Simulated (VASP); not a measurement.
# ZnSe2 (Ibam) in VASP: single point with PBEsol

Aim: the single point of ZnSe2 with PBEsol.

Program: VASP 6.6.1. These are calculated values, not measurements. Logs are shortened: lines on timing, memory, paths and dates and some standing lists are left out, and cuts for length are marked.

## (1) The cell of the first run

Symmetry: Ibam, No. 72, orthorhombic system. The conventional cell has a = 4.344 Å, b = 8.838 Å, c = 6.786 Å, α = 90.00°, β = 90.00°, γ = 90.00°. Zn (site symmetry 222) has 8 Se at 2.47 to 3.48 Å and 2 Zn at 3.39 Å within 3.5 Å. Within 3.3 Å of Se (site symmetry m) lie 3 Se at 2.47 to 3.21 Å and 2 Zn at 2.47 Å.

## (2) Single point, PBEsol

Contents of INCAR:

```
ALGO = Normal ; EDIFF = 1E-6
ENCUT = 520 ; GGA = PS
ISIF = 2 ; ISMEAR = -1
LASPH = True ; LCHARG = False
LREAL = False ; LWAVE = False
NBANDS = 33 ; NELM = 60
PREC = Accurate ; SIGMA = 0.03
```

Contents of KPOINTS:

```
k-points
0
Gamma
  6 6 6
```

Contents of POSCAR:

```
ZnSe2
1.0
   -2.1718508229      4.4190934856      3.3928197260
    2.1718508229     -4.4190934856      3.3928197260
    2.1718508229      4.4190934856     -3.3928197260
Zn Se
2 4
Direct
    0.7500000000      0.7500000000      0.0000000000
    0.2500000000      0.2500000000      0.0000000000
    0.8840564158      0.6587812379      0.5428376538
    0.1159435842      0.3412187621      0.4571623462
    0.6159435842      0.1587812379      0.7747248221
    0.3840564158      0.8412187621      0.2252751779
```

Potentials or basis: VASP PAW PBE potentials, release 64 (Zn, Se).

Started as:

```bash
$ cat potpaw_PBE.64/Zn/POTCAR potpaw_PBE.64/Se/POTCAR > POTCAR
$ mpirun -np 1 vasp_std > vasp.out
```

OUTCAR:

```text
EDIFF = 1E-6
   ENCUT = 520
   GGA = PS
   ISIF = 2
   ISMEAR = -1
   LASPH = True
   LREAL = False
   NELM = 60
   PREC = Accurate

 ion  position               nearest neighbor table
   1  0.750  0.750  0.000-   3 2.47   4 2.47   6 2.47   5 2.47
   2  0.250  0.250  0.000-   4 2.47   3 2.47   5 2.47   6 2.47
   3  0.884  0.659  0.543-   4 2.47   1 2.47   2 2.47
   4  0.116  0.341  0.457-   3 2.47   2 2.47   1 2.47
   5  0.616  0.159  0.775-   6 2.47   2 2.47   1 2.47
   6  0.384  0.841  0.225-   5 2.47   1 2.47   2 2.47

  LATTYP: Found a body centered orthorhombic cell.
 ALAT       =     4.3437016458
 B/A-ratio  =     1.5621789905
 C/A-ratio  =     2.0347131760

  Lattice vectors:

 A1 = (   2.1718508229,  -4.4190934856,  -3.3928197260)
 A2 = (  -2.1718508229,  -4.4190934856,   3.3928197260)
 A3 = (  -2.1718508229,   4.4190934856,  -3.3928197260)

Analysis of symmetry for initial positions (statically):
=====================================================================
 Subroutine PRICEL returns:
 Original cell was already a primitive cell.

 Routine SETGRP: Setting up the symmetry group for a
 body centered orthorhombic supercell.

 Subroutine GETGRP returns: Found  8 space group operations
 (whereof  4 operations were pure point group operations)
 out of a pool of  8 trial point group operations.

The static configuration has the point symmetry C_2h.
 The point group associated with its full space group is D_2h.

Analysis of symmetry for dynamics (positions and initial velocities):
=====================================================================
 Subroutine PRICEL returns:
 Original cell was already a primitive cell.

 Routine SETGRP: Setting up the symmetry group for a
 body centered orthorhombic supercell.

 Subroutine GETGRP returns: Found  8 space group operations
 (whereof  4 operations were pure point group operations)
 out of a pool of  8 trial point group operations.

The dynamic configuration has the point symmetry C_2h.
 The point group associated with its full space group is D_2h.

 Subroutine INISYM returns: Found  8 space group operations
 (whereof  4 operations are pure point group operations),
 and found     1 'primitive' translations

----------------------------------------------------------------------------------------

                                     Primitive cell

  volume of cell :     130.2519

  direct lattice vectors                    reciprocal lattice vectors
    -2.171850823  4.419093486  3.392819726     0.000000000  0.113145377  0.147370046
     2.171850823 -4.419093486  3.392819726     0.230218390  0.000000000  0.147370046
     2.171850823  4.419093486 -3.392819726     0.230218390  0.113145377  0.000000000

  length of vectors
     5.979677995  5.979677995  5.979677995     0.185795067  0.273346735  0.256519753

  position of ions in fractional coordinates (direct lattice)
     0.750000000  0.750000000  0.000000000
     0.250000000  0.250000000  0.000000000
     0.884056416  0.658781238  0.542837654
     0.115943584  0.341218762  0.457162346
     0.615943584  0.158781238  0.774724822
     0.384056416  0.841218762  0.225275178

  ion indices of the primitive-cell ions
   primitive index   ion index
                 1           1
                 2           2
                 3           3
                 4           4
                 5           5
                 6           6

----------------------------------------------------------------------------------------

 KPOINTS: k-points

Automatic generation of k-mesh.
 Grid dimensions read from file:
 generate k-points for:    6    6    6

 Generating k-lattice:

  Cartesian coordinates                     Fractional coordinates (reciprocal lattice)
     0.000000000  0.018857563  0.024561674     0.166666667  0.000000000  0.000000000
     0.038369732  0.000000000  0.024561674     0.000000000  0.166666667  0.000000000
     0.038369732  0.018857563  0.000000000     0.000000000  0.000000000  0.166666667

  Length of vectors
     0.030965845  0.045557789  0.042753292

  Shift w.r.t. Gamma in fractional coordinates (k-lattice)
     0.000000000  0.000000000  0.000000000

 Subroutine IBZKPT returns following result:
 ===========================================

 Found     46 irreducible k-points:

 Following reciprocal coordinates:
            Coordinates               Weight
  0.000000  0.000000  0.000000      1.000000
  0.166667 -0.000000  0.000000      4.000000
  0.333333 -0.000000  0.000000      4.000000
  0.500000  0.000000  0.000000      2.000000
  0.000000  0.166667  0.000000      4.000000
  0.166667  0.166667  0.000000      8.000000
[... 16 lines left out ...]
 -0.166667  0.166667  0.166667      2.000000
  0.166667  0.333333  0.166667      4.000000
 [... further k-points ...]
   k-points           NKPTS =     46   k-points in BZ     NKDIM =     46   number of bands    NBANDS=     33
   number of dos      NEDOS =    301   number of ions     NIONS =      6
   total plane-waves  NPLWV = 110592
   dimension x,y,z NGX =    48 NGY =   48 NGZ =   48
   dimension x,y,z NGXF=    96 NGYF=   96 NGZF=   96
   ions per type =               2   4
   NGX,Y,Z   is equivalent  to a cutoff of  13.34, 13.34, 13.34 a.u.
   NGXF,Y,Z  is equivalent  to a cutoff of  26.69, 26.69, 26.69 a.u.
 SYSTEM =  unknown system
   PREC   = accura    normal or accurate (medium, high low for compatibility)
   ISTART =      0    job   : 0-new  1-cont  2-samecut
   ICHARG =      2    charge: 1-file 2-atom 10-const
   ISPIN  =      1    spin polarized calculation?
   LNONCOLLINEAR =      F non collinear calculations
   LSORBIT =      F    spin-orbit coupling
   LASPH  =      T    aspherical Exc in radial PAW
   ENCUT  =  520.0 eV  38.22 Ry    6.18 a.u.  11.12 11.12 11.12*2*pi/ulx,y,z
   NELM   =     60;   NELMIN=  2; NELMDL= -5     # of ELM steps
   EDIFF  = 0.1E-05   stopping-criterion for ELM
   LREAL  =      F    real-space projection
   EDIFFG = 0.1E-04   stopping-criterion for IOM
   NSW    =      0    number of steps for IOM
   IBRION =     -1    ionic relax: 0-MD 1-quasi-New 2-CG
   NFREE  =      0    steps in history (QN), initial steepest desc. (CG)
   ISIF   =      2    stress and relaxation
   ISYM   =      2    0-nonsym 1-usesym 2-fastsym
   POTIM  = 0.5000    time-step for ionic-motion
   TEBEG  =    0.0;   TEEND  =   0.0 temperature during run
   PSTRESS=    0.0 pullay stress
   NELECT =      48.0000    total number of electrons
   NUPDOWN=      -1.0000    fix difference up-down
   EMIN   =  10.00;   EMAX   =-10.00  energy-range for DOS
   EFERMI =   0.00;   METHOD = LEGACY
   ISMEAR =    -1;   SIGMA  =   0.03  broadening in eV -4-tet -1-fermi 0-gaus
   EFERMI_NEDOS =   21; number of points for ismear=-14 and -15
   IALGO  =     38    algorithm
   IMIX   =      4    mixing-type and parameters
     AMIX     =   0.40;   BMIX     =  1.00
     AMIX_MAG =   1.60;   BMIX_MAG =  1.00
  volume/ion in A,a.u.               =      21.71       146.50
  Fermi-wavevector in a.u.,A,eV,Ry     =   1.173709  2.217989 18.743302  1.377594
  Thomas-Fermi vector in A             =   2.310118
   LORBIT       =      0    0 simple, 1 ext, 2 COOP (PROOUT), +10 PAW based schemes
   GGA     = PS    functional components
   LHFCALC =     F    Hartree Fock is set to
   AEXX    =    0.0000 exact exchange contribution
   IVDW    =     0    specifies the selected vdW correction
   LEPSILON=     F    determine dielectric tensor
   LRPA    =     F    only Hartree local field effects (RPA)
 non-spin polarized calculation
  energy-cutoff  :      520.00
  volume of cell :      130.25
 maximum number of plane-waves:      3536
 NGX is ok and might be reduce to    48
   NGX = 23   NGY = 23   NGZ = 23

 number of electron      47.9999994 magnetization

 Free energy of the ion-electron system (eV)
  ---------------------------------------------------
  ext. energy  EPLUGINS =         0.00000000
  ---------------------------------------------------
  free energy    TOTEN  =       -20.65184906 eV

  energy without entropy =      -20.65184834  energy(sigma->0) =      -20.65184870

 E-fermi :   3.3491     XC(G=0):  -9.9794

 val. band max:        3.0565259802   @ k =   0.5000   0.5000   0.0000
 cond. band min:       3.6407550097   @ k =   0.3333  -0.3333   0.3333
 fundamental gap:      0.5842290295
 Fermi energy:         3.3490699950

 k-point     1 :       0.0000    0.0000    0.0000
  band No.  band energies     occupation
      1     -11.9625      2.00000
      2     -10.6279      2.00000
      3      -9.0363      2.00000
      4      -8.2594      2.00000
      5      -3.9243      2.00000
      6      -3.8556      2.00000
[... 25 lines left out ...]
     32      10.6181      0.00000
     33      10.7186      0.00000

 k-point     2 :       0.1667   -0.0000    0.0000
  band No.  band energies     occupation
      1     -11.8879      2.00000
      2     -10.7385      2.00000
      3      -8.9895      2.00000
      4      -8.3235      2.00000
      5      -3.9017      2.00000
      6      -3.8711      2.00000
[... 25 lines left out ...]
     32       9.9796      0.00000
     33      10.3378      0.00000

 k-point     3 :       0.3333   -0.0000    0.0000
  band No.  band energies     occupation
      1     -11.6758      2.00000
      2     -11.0189      2.00000
      3      -8.8635      2.00000
      4      -8.4861      2.00000
      5      -3.8740      2.00000
      6      -3.8652      2.00000
[... 25 lines left out ...]
     32       9.2837      0.00000
     33       9.6569      0.00000

 k-point     4 :       0.5000    0.0000    0.0000
  band No.  band energies     occupation
      1     -11.3638      2.00000
      2     -11.3638      2.00000
      3      -8.6842      2.00000
      4      -8.6842      2.00000
      5      -3.8641      2.00000
      6      -3.8641      2.00000
[... 673 lines left out ...]
     32       9.0769      0.00000
     33      10.8123      0.00000

 k-point    23 :      -0.1667    0.1667    0.1667
  band No.  band energies     occupation
      1     -11.4947      2.00000
      2     -10.5873      2.00000
      3      -9.1452      2.00000
      4      -8.6864      2.00000
      5      -4.0540      2.00000
      6      -3.8227      2.00000
[... 25 lines left out ...]
     32       9.9339      0.00000
     33      10.6863      0.00000

 k-point    24 :       0.1667    0.3333    0.1667
  band No.  band energies     occupation
      1     -10.9200      2.00000
      2     -10.9200      2.00000
      3      -9.0982      2.00000
      4      -9.0982      2.00000
      5      -3.8760      2.00000
      6      -3.8760      2.00000
[... 25 lines left out ...]
     32      10.4338      0.00000
     33      11.3846      0.00000

 [... further k-points ...]
[... 5 lines left out ...]
  --------------------------------------------------------------------------------------
  -------------------------------------------------------------------------------------
  Total        0.2162097      0.1898054      0.2067159      0.0000000      0.0000000      0.0000000
  in kB        2.6595108      2.3347216      2.5427311      0.0000000      0.0000000      0.0000000
  external PRESSURE =       2.5123212 kB  Pullay stress =       0.0000000 kB

 VOLUME and BASIS-vectors are now :
 -----------------------------------------------------------------------------
  energy-cutoff  :      520.00
  volume of cell :      130.25
      direct lattice vectors                 reciprocal lattice vectors
    -2.171850823  4.419093486  3.392819726     0.000000000  0.113145377  0.147370046
     2.171850823 -4.419093486  3.392819726     0.230218390  0.000000000  0.147370046
     2.171850823  4.419093486 -3.392819726     0.230218390  0.113145377  0.000000000

 POSITION                                       TOTAL-FORCE (eV/Angst)
 -----------------------------------------------------------------------------------
      0.00000      0.00000      5.08923         0.000000      0.000000     -0.000000
      0.00000      0.00000      1.69641         0.000000      0.000000     -0.000000
      0.68970      3.39436      3.39282        -0.012072     -0.032993     -0.000000
      1.48215      1.02473      0.00000         0.012072      0.032993      0.000000
      0.68970      5.44382      0.00000        -0.012072      0.032993     -0.000000
      1.48215     -1.02473      3.39282         0.012072     -0.032993      0.000000
 -----------------------------------------------------------------------------------
    total drift:                               -0.000000      0.000000      0.000000

  FREE ENERGIE OF THE ION-ELECTRON SYSTEM (eV)
  ---------------------------------------------------
  free  energy   TOTEN  =       -20.6518490612 eV

  energy  without entropy=      -20.6518483425  energy(sigma->0) =      -20.65184870
```

It took 2.7 min on 1 thread of Intel Xeon Platinum 8375C at 2.90GHz (Ice Lake), shared host; peak memory 0.41 GiB.

What came out:

```
Free energy            : -20.6518 eV
Pressure               : 0.3 GPa
Largest force          : 0.035 eV/Å
Band gap on the k mesh : 0.58 eV (least direct gap 1.57 eV)
```

Forces in eV/Å, atoms in the order of the input:
```
Zn   0.000  0.000  0.000
Zn   0.000  0.000  0.000
Se  -0.012 -0.033  0.000
Se   0.012  0.033  0.000
Se  -0.012  0.033  0.000
Se   0.012 -0.033  0.000
```

Caveat: the PAW data sets were made with another functional, which shifts forces and pressure a little.
